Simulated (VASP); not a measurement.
# Na4Os (P-43m) in VASP: a series of runs, part 4 of 4

VASP 6.6.1. The steps go on from the part before.

## (5) Single point, PBE, collinear spin, ferromagnetic start

This run uses another cell than the first one, of 34.14 Å³/atom, 1.616 times its volume.

The input, INCAR:

```
PREC     = Accurate       # precision mode
ENCUT    = 600            # plane-wave cutoff, eV
EDIFF    = 1E-6           # SCF threshold, eV
ISMEAR   = 0              # smearing method
SIGMA    = 0.1            # smearing width, eV
LREAL    = False          # projectors in reciprocal space
LASPH    = True           # aspherical terms in the spheres
NELM     = 200            # most SCF steps
ALGO     = Normal         # electronic algorithm
ISIF     = 2              # what is computed and relaxed
LWAVE    = False          # write WAVECAR
LCHARG   = False          # write CHGCAR
ISPIN    = 2              # spin polarisation
MAGMOM   = 0 0 0 0 1      # initial moments
LORBIT   = 11             # projections on sites
LMAXMIX  = 4              # l up to which the mixer works
GGA      = PE             # functional
NBANDS   = 30             # bands
GGA_COMPAT= False
```

The input, KPOINTS:

```
regular mesh
0
Gamma
  4 4 4
```

The input, POSCAR:

```
Na4Os
1.0
    5.5471828024      0.0000000000      0.0000000000
    0.0000000000      5.5471828024      0.0000000000
    0.0000000000      0.0000000000      5.5471828024
Na Os
4 1
Direct
    0.2852943078      0.2852943078      0.2852943078
    0.7147056922      0.7147056922      0.2852943078
    0.2852943078      0.7147056922      0.7147056922
    0.7147056922      0.2852943078      0.7147056922
    0.0000000000      0.0000000000      0.0000000000
```

Potentials or basis: VASP PAW PBE potentials, release 64 (Na_pv, Os).

Run with:

```bash
$ cat potpaw_PBE.64/Na_pv/POTCAR potpaw_PBE.64/Os/POTCAR > POTCAR
$ mpirun -np 1 vasp_std > vasp.out
```

OUTCAR:

```text
PREC = Accurate
   ENCUT = 600
   EDIFF = 1E-6
   ISMEAR = 0
   LREAL = False
   LASPH = True
   NELM = 200
   ISIF = 2
   ISPIN = 2
   LORBIT = 11
   GGA = PE

 ion  position               nearest neighbor table
   1  0.285  0.285  0.285-   5 2.74
   2  0.715  0.715  0.285-   5 2.74
   3  0.285  0.715  0.715-   5 2.74
   4  0.715  0.285  0.715-   5 2.74
   5  0.000  0.000  0.000-   1 2.74   2 2.74   3 2.74   4 2.74

  LATTYP: Found a simple cubic cell.
 ALAT       =     5.5471828024

  Lattice vectors:

 A1 = (   5.5471828024,   0.0000000000,   0.0000000000)
 A2 = (   0.0000000000,   5.5471828024,   0.0000000000)
 A3 = (   0.0000000000,   0.0000000000,   5.5471828024)

Analysis of symmetry for initial positions (statically):
=====================================================================
 Subroutine PRICEL returns:
 Original cell was already a primitive cell.

 Routine SETGRP: Setting up the symmetry group for a
 simple cubic supercell.

 Subroutine GETGRP returns: Found 24 space group operations
 (whereof 24 operations were pure point group operations)
 out of a pool of 48 trial point group operations.

The static configuration has the point symmetry T_d .

Analysis of symmetry for dynamics (positions and initial velocities):
=====================================================================
 Subroutine PRICEL returns:
 Original cell was already a primitive cell.

 Routine SETGRP: Setting up the symmetry group for a
 simple cubic supercell.

 Subroutine GETGRP returns: Found 24 space group operations
 (whereof 24 operations were pure point group operations)
 out of a pool of 48 trial point group operations.

The dynamic configuration has the point symmetry T_d .

Analysis of structural, dynamic, and magnetic symmetry:
=====================================================================
 Subroutine PRICEL returns:
[... 151 lines left out ...]
 val. band max:        0.3284837474   @ k =   0.2500   0.2500   0.0000
 cond. band min:       0.3544289879   @ k =   0.2500   0.2500   0.0000
 fundamental gap:      0.0259452405
 Fermi energy:         0.3423923981

 spin component 1

 k-point     1 :       0.0000    0.0000    0.0000
  band No.  band energies     occupation
      1     -24.1958      1.00000
      2     -24.1609      1.00000
      3     -24.1609      1.00000
      4     -24.1609      1.00000
      5     -24.1604      1.00000
      6     -24.1604      1.00000
[... 319 lines left out ...]
     29      10.1009      0.00000
     30      10.1188      0.00000
 Fermi energy:         0.3423923981

 spin component 2

 k-point     1 :       0.0000    0.0000    0.0000
  band No.  band energies     occupation
      1     -24.1875      1.00000
      2     -24.1694      1.00000
      3     -24.1694      1.00000
      4     -24.1611      1.00000
      5     -24.1611      1.00000
      6     -24.1611      1.00000
[... 319 lines left out ...]
     29       9.9858      0.00000
     30       9.9865      0.00000

------------------------ aborting loop because EDIFF is reached ----------------------------------------

  FORCE on cell =-STRESS in cart. coord.  units (eV):
  Direction    XX          YY          ZZ          XY          YZ          ZX
  --------------------------------------------------------------------------------------
  -------------------------------------------------------------------------------------
  Total        0.5283567      0.5283567      0.5283567     -0.0000000      0.0000000      0.0000000
  in kB        4.9593002      4.9593002      4.9593002     -0.0000000      0.0000000      0.0000000
  external PRESSURE =       4.9593002 kB  Pullay stress =       0.0000000 kB

 VOLUME and BASIS-vectors are now :
 -----------------------------------------------------------------------------
  energy-cutoff  :      600.00
  volume of cell :      170.69
      direct lattice vectors                 reciprocal lattice vectors
     5.547182802  0.000000000  0.000000000     0.180271687  0.000000000  0.000000000
     0.000000000  5.547182802  0.000000000     0.000000000  0.180271687  0.000000000
     0.000000000  0.000000000  5.547182802     0.000000000  0.000000000  0.180271687

 POSITION                                       TOTAL-FORCE (eV/Angst)
 -----------------------------------------------------------------------------------
      1.58258      1.58258      1.58258         0.087230      0.087230      0.087230
      3.96460      3.96460      1.58258        -0.087230     -0.087230      0.087230
      1.58258      3.96460      3.96460         0.087230     -0.087230     -0.087230
      3.96460      1.58258      3.96460        -0.087230      0.087230     -0.087230
      0.00000      0.00000      0.00000         0.000000     -0.000000      0.000000
 -----------------------------------------------------------------------------------
    total drift:                               -0.000000     -0.000000      0.000000

  FREE ENERGIE OF THE ION-ELECTRON SYSTEM (eV)
  ---------------------------------------------------
  free  energy   TOTEN  =       -10.2597583335 eV

  energy  without entropy=      -10.2078433447  energy(sigma->0) =      -10.23380084

 total charge

# of ion       s       p       d       tot
------------------------------------------
    1        0.102   5.974   0.000   6.076
    2        0.102   5.974   0.000   6.076
    3        0.102   5.974   0.000   6.076
    4        0.102   5.974   0.000   6.076
    5        0.666   0.057   5.968   6.691
--------------------------------------------------
tot          1.074  23.952   5.968  30.994

 magnetization (x)

# of ion       s       p       d       tot
------------------------------------------
    1       -0.004   0.000   0.000  -0.004
    2       -0.004   0.000   0.000  -0.004
    3       -0.004   0.000   0.000  -0.004
    4       -0.004   0.000   0.000  -0.004
    5        0.084  -0.002   2.002   2.083
--------------------------------------------------
tot          0.067  -0.002   2.002   2.067
```

OSZICAR:

```text
N       E                     dE             d eps       ncg     rms          rms(c)
DAV:   1     0.326029851016E+03    0.32603E+03   -0.18754E+04  1200   0.128E+03
DAV:   2     0.174851916015E+02   -0.30854E+03   -0.29648E+03  1214   0.362E+02
DAV:   3    -0.993031916011E+01   -0.27416E+02   -0.25588E+02  1456   0.116E+02
DAV:   4    -0.111094289767E+02   -0.11791E+01   -0.11445E+01  1380   0.209E+01
DAV:   5    -0.111319897100E+02   -0.22561E-01   -0.22550E-01  1374   0.325E+00    0.526E+00
DAV:   6    -0.135017381401E+02   -0.23697E+01   -0.35190E+01  1676   0.101E+01    0.135E+01
DAV:   7    -0.100817021697E+02    0.34200E+01   -0.10771E+01  1514   0.706E+00    0.324E+00
DAV:   8    -0.102021557660E+02   -0.12045E+00   -0.67068E-01  1296   0.221E+00    0.178E+00
DAV:   9    -0.102718545779E+02   -0.69699E-01   -0.11752E-01  1380   0.102E+00    0.123E+00
DAV:  10    -0.102595909746E+02    0.12264E-01   -0.38300E-02  1322   0.783E-01    0.365E-01
DAV:  11    -0.102572596890E+02    0.23313E-02   -0.74634E-03  1438   0.306E-01    0.237E-01
DAV:  12    -0.102601988983E+02   -0.29392E-02   -0.30106E-03  1324   0.182E-01    0.260E-01
DAV:  13    -0.102598568359E+02    0.34206E-03   -0.41615E-04  1362   0.860E-02    0.178E-01
DAV:  14    -0.102596905747E+02    0.16626E-03   -0.43270E-04  1386   0.717E-02    0.730E-02
DAV:  15    -0.102597486836E+02   -0.58109E-04   -0.32131E-04  1444   0.583E-02    0.217E-02
DAV:  16    -0.102597529491E+02   -0.42656E-05   -0.21372E-05  1180   0.175E-02    0.141E-02
DAV:  17    -0.102597573633E+02   -0.44142E-05   -0.67158E-06  1192   0.112E-02    0.817E-03
DAV:  18    -0.102597583335E+02   -0.97023E-06   -0.20506E-06  1178   0.549E-03
   1 F= -.10259758E+02 E0= -.10233801E+02  d E =-.519150E-01  mag=     1.9610
```

stdout:

```text
POSCAR found type information on POSCAR NaOs
 POSCAR found :  2 types and       5 ions
 scaLAPACK will be used
 LDA part: xc-table for (Slater+PW92), standard interpolation
 POSCAR, INCAR and KPOINTS ok, starting setup
 FFT: planning ... GRIDC
 FFT: planning ... GRID_SOFT
 FFT: planning ... GRID
 WAVECAR not read
 entering main loop
```

Wall time 2.8 min (1 thread of Intel Xeon Platinum 8259CL at 2.50GHz (Skylake/Cascade Lake), shared host); peak memory 0.44 GiB.

Results:

```
Free energy                                           : -10.2598 eV
Pressure                                              : 0.5 GPa
Largest force                                         : 0.151 eV/Å
Band gap on the k mesh                                : zero (filled and empty bands overlap)
Net moment                                            : 1.96 μB per cell
Site moments                                          : Na -0.00; Os +2.08 μB
Valence electrons inside the program's atomic spheres : Na 6.08; Os 6.69
```

Forces on the atoms (eV/Å):
```
Na   0.087  0.087  0.087
Na  -0.087 -0.087  0.087
Na   0.087 -0.087 -0.087
Na  -0.087  0.087 -0.087
Os   0.000  0.000  0.000
```

Caveat: spin-orbit coupling is left out, which moves the levels of the heavy elements.

## (6) Summary

```csv
task,spin,cell,cutoff (eV),gap on the mesh (eV),pressure (GPa),largest force (eV/Å)
single point,off,"a = 4.727 Å, 5 atoms",520,0.12,26.2,-
single point,off,"a = 5.547 Å, 5 atoms",600,none,0.0,0.05
relaxation of cell and atoms,off,"relaxed from a = 4.727 Å, 5 atoms",600,none,0.0,-
single point,"collinear, ferromagnetic start","a = 5.547 Å, 5 atoms",600,none,0.5,0.15
```

Alike in all rows: level PBE; potentials or basis VASP PAW PBE potentials, release 64 (Na_pv, Os); k mesh 4 × 4 × 4; smearing gaussian 0.1 eV.

Caveats: spin-orbit coupling is left out, which moves the levels of the heavy elements; the volume moved by over 15 % at a fixed basis, so the end points are rough (some runs).

Total energies depend on the potentials used, so only differences within one code and one set of settings carry meaning.
